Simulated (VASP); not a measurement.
**BP: electric field gradients with LDA**

The system is BP.

```
B P
1.0
     0.00000    2.26900    2.20093
     2.26900    0.00000    2.20093
     2.26900    2.26900    0.00000
B P
1 1
Direct
  0.00000 0.00000 0.00000
  0.75000 0.75000 0.75000
```

This cell differs from its parent crystal: zz strain of -3 %.

```json
{
 "Program": "VASP 6.6.1",
 "Task": "electric field gradients",
 "Functional": "LDA",
 "Potentials or basis": "VASP PAW LDA potentials, release 64 (B, P)",
 "Cutoff": "420 eV",
 "k mesh": "15 × 15 × 15",
 "Occupations": "fermi-dirac, width 0.05 eV",
 "Spin": "no spin polarisation",
 "Dipole correction": "no",
 "Further INCAR settings": "ALGO = Normal; EDIFF = 1e-08; NBANDS = 11"
}
```

| Item | Value |
| --- | --- |
| Pressure | -0.3 GPa |
| Band gap on the k mesh | 0.69 eV (least direct gap 3.12 eV) |
| Largest electric field gradient by atom | B -0.2; P -1.2 V/Å² |

Stress tensor (GPa, compression positive):
```
-2.96  0.00  0.00
 0.00 -2.96  0.00
 0.00  0.00  5.04
```

Levels at points of the mesh, in eV from the valence-band top:
```csv
k point,band 1,band 2,band 3,band 4,band 5,band 6,band 7,band 8
"(0.00, 0.00, 0.00)",-15.86,-0.29,-0.29,0.00,3.12,3.30,3.30,7.63
```

Electric field gradients, principal values (V/Å²):
| atom | least | middle | greatest (by size) |
| --- | --- | --- | --- |
| 1 B | 0.087 | 0.087 | -0.175 |
| 2 P | 0.621 | 0.621 | -1.242 |

Wall time 24 s on 1 thread of Intel(R) Xeon(R) Platinum 8488C (Sapphire Rapids), on a shared host, peak memory 0.16 GiB.

Caveat: the cell differs from its parent crystal (zz strain of -3 %); without QUAD_EFG the Cq values of the log hold for a quadrupole moment of 1 mb, not for the nuclei; an odd mesh through Γ misses points on the zone boundary, where band edges can lie.
